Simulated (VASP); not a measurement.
MnCuAs:

```xyz
6
Lattice="3.6995 0.0000 0.0000 0.0000 3.6995 0.0000 0.0000 0.0000 6.4084" Properties=species:S:1:pos:R:3 pbc="T T T"
As    1.8497    0.0000    1.4339
As    0.0000    1.8497    4.9745
Cu    1.8497    1.8497    3.2042
Cu    0.0000    0.0000    3.2042
Mn    1.8497    0.0000    5.3573
Mn    0.0000    1.8497    1.0511
```

Base run:

| Item | Value |
| --- | --- |
| Program | VASP 6.6.1 |
| Functional | PBE |
| Potentials or basis | VASP PAW PBE potentials, release 64 (As, Cu, Mn_pv) |
| Cutoff | 520 eV |
| k mesh | 7 × 7 × 4 |
| Occupations | fermi-dirac, width 0.05 eV |
| Spin | no spin polarisation |

Its results: pressure -13.2 GPa; largest force 0.960 eV/Å.

**Question.** The run is repeated on the same cell with these changes: spin from no spin polarisation to collinear spin, ferromagnetic start; further incar settings from ALGO = Fast; EDIFF = 1e-06; NBANDS = 38 to ALGO = Fast; EDIFF = 1e-07; NBANDS = 42. What comes out?

**Answer.** Pressure 0.2 GPa; net moment 7.15 μB per cell; site moments As -0.04; Cu +0.03; Mn +3.47 μB; largest force 0.066 eV/Å.
